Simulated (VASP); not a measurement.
# Ta (Im-3m) in VASP: single point with PBE

Aim: the single point of Ta with PBE.

All numbers are computed with VASP 6.6.1; they aren't measurements. Logs are shortened: lines on timing, memory, paths and dates and some standing lists are left out, and cuts for length are marked.

## 1. The cell of the first run

Symmetry: Im-3m, No. 229, cubic system. The conventional cell has a = 3.303 Å, b = 3.303 Å, c = 3.303 Å, α = 90.00°, β = 90.00°, γ = 90.00°. Within 3.8 Å of Ta (site symmetry m-3m) lie 14 Ta at 2.86 to 3.30 Å.

## 2. Single point, PBE

INCAR reads:

```
SYSTEM = Ta
ALGO = Normal ; EDIFF = 1E-6
ENCUT = 500 ; GGA = PE
GGA_COMPAT = .FALSE. ; ISIF = 2
ISMEAR = 1 ; LASPH = .TRUE.
LCHARG = .TRUE. ; LELF = .TRUE.
LREAL = .FALSE. ; LVHAR = .TRUE.
LWAVE = .FALSE. ; NBANDS = 12
NELM = 120 ; PREC = Accurate
SIGMA = 0.05
```

KPOINTS reads:

```
k-points
0
G
  11 11 11
  0 0 0
```

POSCAR reads:

```
Ta
1.0
   -1.6512800000      1.6512800000      1.6512800000
    1.6512800000     -1.6512800000      1.6512800000
    1.6512800000      1.6512800000     -1.6512800000
Ta
1
Direct
    0.0000000000      0.0000000000      0.0000000000
```

Potentials or basis: VASP PAW PBE potentials, release 64 (Ta_pv).

Command:

```sh
$ cat potpaw_PBE.64/Ta_pv/POTCAR > POTCAR
$ mpirun -np 1 vasp_std > vasp.out
```

OUTCAR:

```text
SYSTEM = Ta
   EDIFF = 1E-6
   ENCUT = 500
   GGA = PE
   ISIF = 2
   ISMEAR = 1
   LASPH = .TRUE.
   LREAL = .FALSE.
   NELM = 120
   PREC = Accurate

 ion  position               nearest neighbor table
   1  0.000  0.000  0.000-

  LATTYP: Found a body centered cubic cell.
 ALAT       =     3.3025600000

  Lattice vectors:

 A1 = (  -1.6512800000,   1.6512800000,   1.6512800000)
 A2 = (   1.6512800000,  -1.6512800000,   1.6512800000)
 A3 = (   1.6512800000,   1.6512800000,  -1.6512800000)

Analysis of symmetry for initial positions (statically):
=====================================================================
 Subroutine PRICEL returns:
 Original cell was already a primitive cell.

 Routine SETGRP: Setting up the symmetry group for a
 body centered cubic supercell.

 Subroutine GETGRP returns: Found 48 space group operations
 (whereof 48 operations were pure point group operations)
 out of a pool of 48 trial point group operations.

The static configuration has the point symmetry O_h .

Analysis of symmetry for dynamics (positions and initial velocities):
=====================================================================
 Subroutine PRICEL returns:
 Original cell was already a primitive cell.

 Routine SETGRP: Setting up the symmetry group for a
 body centered cubic supercell.

 Subroutine GETGRP returns: Found 48 space group operations
 (whereof 48 operations were pure point group operations)
 out of a pool of 48 trial point group operations.

The dynamic configuration has the point symmetry O_h .

 Subroutine INISYM returns: Found 48 space group operations
 (whereof 48 operations are pure point group operations),
 and found     1 'primitive' translations

----------------------------------------------------------------------------------------

                                     Primitive cell

  volume of cell :      18.0104

  direct lattice vectors                    reciprocal lattice vectors
    -1.651280000  1.651280000  1.651280000     0.000000000  0.302795407  0.302795407
     1.651280000 -1.651280000  1.651280000     0.302795407  0.000000000  0.302795407
     1.651280000  1.651280000 -1.651280000     0.302795407  0.302795407  0.000000000

  length of vectors
     2.860100858  2.860100858  2.860100858     0.428217371  0.428217371  0.428217371

  position of ions in fractional coordinates (direct lattice)
     0.000000000  0.000000000  0.000000000

  ion indices of the primitive-cell ions
   primitive index   ion index
                 1           1

----------------------------------------------------------------------------------------

 KPOINTS: k-points

Automatic generation of k-mesh.
 Grid dimensions read from file:
 generate k-points for:   11   11   11

 Generating k-lattice:

  Cartesian coordinates                     Fractional coordinates (reciprocal lattice)
     0.000000000  0.027526855  0.027526855     0.090909091  0.000000000  0.000000000
     0.027526855  0.000000000  0.027526855     0.000000000  0.090909091  0.000000000
     0.027526855  0.027526855  0.000000000     0.000000000  0.000000000  0.090909091

  Length of vectors
     0.038928852  0.038928852  0.038928852

  Shift w.r.t. Gamma in fractional coordinates (k-lattice)
     0.000000000  0.000000000  0.000000000

 Subroutine IBZKPT returns following result:
 ===========================================

 Found     56 irreducible k-points:

 Following reciprocal coordinates:
            Coordinates               Weight
  0.000000  0.000000  0.000000      1.000000
  0.090909  0.000000  0.000000     12.000000
  0.181818  0.000000  0.000000     12.000000
  0.272727  0.000000  0.000000     12.000000
  0.363636  0.000000  0.000000     12.000000
  0.454545  0.000000  0.000000     12.000000
[... 16 lines left out ...]
  0.272727  0.181818  0.090909     48.000000
  0.363636  0.181818  0.090909     24.000000
 [... further k-points ...]
   k-points           NKPTS =     56   k-points in BZ     NKDIM =     56   number of bands    NBANDS=     12
   number of dos      NEDOS =    301   number of ions     NIONS =      1
   total plane-waves  NPLWV =  13824
   dimension x,y,z NGX =    24 NGY =   24 NGZ =   24
   dimension x,y,z NGXF=    48 NGYF=   48 NGZF=   48
   ions per type =               1
   NGX,Y,Z   is equivalent  to a cutoff of  13.95, 13.95, 13.95 a.u.
   NGXF,Y,Z  is equivalent  to a cutoff of  27.90, 27.90, 27.90 a.u.
 SYSTEM =  Ta
   PREC   = accura    normal or accurate (medium, high low for compatibility)
   ISTART =      0    job   : 0-new  1-cont  2-samecut
   ICHARG =      2    charge: 1-file 2-atom 10-const
   ISPIN  =      1    spin polarized calculation?
   LNONCOLLINEAR =      F non collinear calculations
   LSORBIT =      F    spin-orbit coupling
   LASPH  =      T    aspherical Exc in radial PAW
   ENCUT  =  500.0 eV  36.75 Ry    6.06 a.u.   5.21  5.21  5.21*2*pi/ulx,y,z
   NELM   =    120;   NELMIN=  2; NELMDL= -5     # of ELM steps
   EDIFF  = 0.1E-05   stopping-criterion for ELM
   LREAL  =      F    real-space projection
   EDIFFG = 0.1E-04   stopping-criterion for IOM
   NSW    =      0    number of steps for IOM
   IBRION =     -1    ionic relax: 0-MD 1-quasi-New 2-CG
   NFREE  =      0    steps in history (QN), initial steepest desc. (CG)
   ISIF   =      2    stress and relaxation
   ISYM   =      2    0-nonsym 1-usesym 2-fastsym
   POTIM  = 0.5000    time-step for ionic-motion
   TEBEG  =    0.0;   TEEND  =   0.0 temperature during run
   PSTRESS=    0.0 pullay stress
   NELECT =      11.0000    total number of electrons
   NUPDOWN=      -1.0000    fix difference up-down
   EMIN   =  10.00;   EMAX   =-10.00  energy-range for DOS
   EFERMI =   0.00;   METHOD = LEGACY
   ISMEAR =     1;   SIGMA  =   0.05  broadening in eV -4-tet -1-fermi 0-gaus
   EFERMI_NEDOS =   21; number of points for ismear=-14 and -15
   IALGO  =     38    algorithm
   IMIX   =      4    mixing-type and parameters
     AMIX     =   0.40;   BMIX     =  1.00
     AMIX_MAG =   1.60;   BMIX_MAG =  1.00
  volume/ion in A,a.u.               =      18.01       121.54
  Fermi-wavevector in a.u.,A,eV,Ry     =   1.388988  2.624806 26.249534  1.929286
  Thomas-Fermi vector in A             =   2.513061
   LORBIT       =      0    0 simple, 1 ext, 2 COOP (PROOUT), +10 PAW based schemes
   GGA     = PE    functional components
   LHFCALC =     F    Hartree Fock is set to
   AEXX    =    0.0000 exact exchange contribution
   IVDW    =     0    specifies the selected vdW correction
   LEPSILON=     F    determine dielectric tensor
   LRPA    =     F    only Hartree local field effects (RPA)
 non-spin polarized calculation
 Methfessel and Paxton  Order N= 1 SIGMA  =   0.05
  energy-cutoff  :      500.00
  volume of cell :       18.01
 maximum number of plane-waves:       470
 NGX is ok and might be reduce to    24
   NGX = 11   NGY = 11   NGZ = 11

 number of electron      11.0000002 magnetization

 Free energy of the ion-electron system (eV)
  ---------------------------------------------------
  ext. energy  EPLUGINS =         0.00000000
  ---------------------------------------------------
  free energy    TOTEN  =       -11.81500172 eV

  energy without entropy =      -11.81523675  energy(sigma->0) =      -11.81508006

 E-fermi :   5.4596     XC(G=0): -12.6163

 val. band max:        5.4267238500   @ k =   0.1818   0.0000   0.0000
 cond. band min:       5.5133249918   @ k =   0.3636   0.1818   0.0909
 fundamental gap:      0.0866011419
 Fermi energy:         5.4595758358

 k-point     1 :       0.0000    0.0000    0.0000
  band No.  band energies     occupation
      1     -27.5727      2.00000
      2     -27.5727      2.00000
      3     -27.5727      2.00000
      4      -2.4302      2.00000
      5       6.2281     -0.00000
      6       6.2281     -0.00000
      7       6.2281     -0.00000
      8       9.5003      0.00000
      9       9.5003      0.00000
     10      20.1983      0.00000
     11      20.4969      0.00000
     12      20.4969      0.00000

 k-point     2 :       0.0909    0.0000    0.0000
  band No.  band energies     occupation
      1     -27.6739      2.00000
      2     -27.6039      2.00000
      3     -27.5733      2.00000
      4      -2.0646      2.00000
      5       5.9938     -0.00000
      6       6.1474     -0.00000
      7       6.5890      0.00000
      8       9.1533      0.00000
      9       9.5032      0.00000
     10      20.1982      0.00000
     11      20.8125      0.00000
     12      21.1381      0.00000

 k-point     3 :       0.1818    0.0000    0.0000
  band No.  band energies     occupation
      1     -27.9377      2.00000
      2     -27.6865      2.00000
      3     -27.5748      2.00000
      4      -1.0750      2.00000
      5       5.4267      1.88794
      6       5.7664     -0.00000
      7       7.6416      0.00000
      8       8.8025      0.00000
      9       9.5592      0.00000
     10      20.1970      0.00000
     11      21.2270      0.00000
     12      22.9105      0.00000
[... 286 lines left out ...]
 k-point    23 :       0.2727    0.1818    0.0909
  band No.  band energies     occupation
      1     -28.5383      2.00000
      2     -28.0289      2.00000
      3     -27.7575      2.00000
      4       2.6356      2.00000
      5       3.9672      2.00000
      6       4.8682      2.00000
      7       9.8430      0.00000
      8      10.3965      0.00000
      9      14.6683      0.00000
     10      15.8722      0.00000
     11      19.5203      0.00000
     12      20.2044      0.00000

 k-point    24 :       0.3636    0.1818    0.0909
  band No.  band energies     occupation
      1     -28.5412      2.00000
      2     -28.1071      2.00000
      3     -27.7654      2.00000
      4       2.6602      2.00000
      5       3.9072      2.00000
      6       5.5133     -0.06252
      7       9.9275      0.00000
      8      10.5013      0.00000
      9      14.5989      0.00000
     10      15.6154      0.00000
     11      18.8924      0.00000
     12      20.2035      0.00000

 [... further k-points ...]
[... 5 lines left out ...]
  --------------------------------------------------------------------------------------
  -------------------------------------------------------------------------------------
  Total        0.2471241      0.2471241      0.2471241     -0.0000000      0.0000000     -0.0000000
  in kB       21.9838416     21.9838416     21.9838416     -0.0000000      0.0000000     -0.0000000
  external PRESSURE =      21.9838416 kB  Pullay stress =       0.0000000 kB

 VOLUME and BASIS-vectors are now :
 -----------------------------------------------------------------------------
  energy-cutoff  :      500.00
  volume of cell :       18.01
      direct lattice vectors                 reciprocal lattice vectors
    -1.651280000  1.651280000  1.651280000     0.000000000  0.302795407  0.302795407
     1.651280000 -1.651280000  1.651280000     0.302795407  0.000000000  0.302795407
     1.651280000  1.651280000 -1.651280000     0.302795407  0.302795407  0.000000000

 POSITION                                       TOTAL-FORCE (eV/Angst)
 -----------------------------------------------------------------------------------
      0.00000      0.00000      0.00000        -0.000000      0.000000      0.000000
 -----------------------------------------------------------------------------------
    total drift:                                0.000000      0.000000     -0.000000

  FREE ENERGIE OF THE ION-ELECTRON SYSTEM (eV)
  ---------------------------------------------------
  free  energy   TOTEN  =       -11.8150017181 eV

  energy  without entropy=      -11.8152367460  energy(sigma->0) =      -11.81508006
```

Wall time 16 s (1 thread of Intel Xeon 8259CL, shared host); peak memory 0.14 GiB.

What came out:

- Free energy: -11.8150 eV
- Pressure: 2.2 GPa

Levels at points of the mesh, in eV from the Fermi level:
```
           k point  band 1  band 2  band 3  band 4  band 5  band 6  band 7  band 8  band 9  band 10
(0.00, 0.00, 0.00)  -33.03  -33.03  -33.03   -7.89    0.77    0.77    0.77    4.04    4.04    14.74
```

Caveat: spin-orbit coupling is left out, which moves the levels of the heavy elements.
